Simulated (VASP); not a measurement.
Pt, 1 atom in the cell. It takes space group Fm-3m (No. 225, cubic). The conventional cell has a = 3.999 Å, b = 3.999 Å, c = 3.999 Å, α = 90.00°, β = 90.00°, γ = 90.00°. Within 3.7 Å of Pt (site symmetry m-3m) lie 12 Pt at 2.83 Å. 

* Program: VASP 6.6.1
* Task: single point
* Functional: PBEsol
* Potentials or basis: VASP PAW PBE potentials, release 64 (Pt)
* Cutoff: 500 eV
* k mesh: 13 × 13 × 13
* Occupations: methfessel-paxton, width 0.15 eV
* Spin: no spin polarisation
* Dipole correction: no
* Further INCAR settings: ALGO = Normal; EDIFF = 1e-06; NBANDS = 11

Potentials or basis: VASP PAW PBE potentials, release 64 (Pt).

The run is started by

```sh
$ cat potpaw_PBE.64/Pt/POTCAR > POTCAR
$ mpirun -np 1 vasp_std > vasp.out
```

Hardware: 1 thread of Intel(R) Xeon(R) 6975P-C (Granite Rapids), with other jobs on the host.

Q: How long does it take, and how much memory?

A: Wall time 5.2 s on 1 thread of Intel(R) Xeon(R) 6975P-C (Granite Rapids) (shared host), peak memory 0.15 GiB. Counts: scf iterations 11, k points 84.
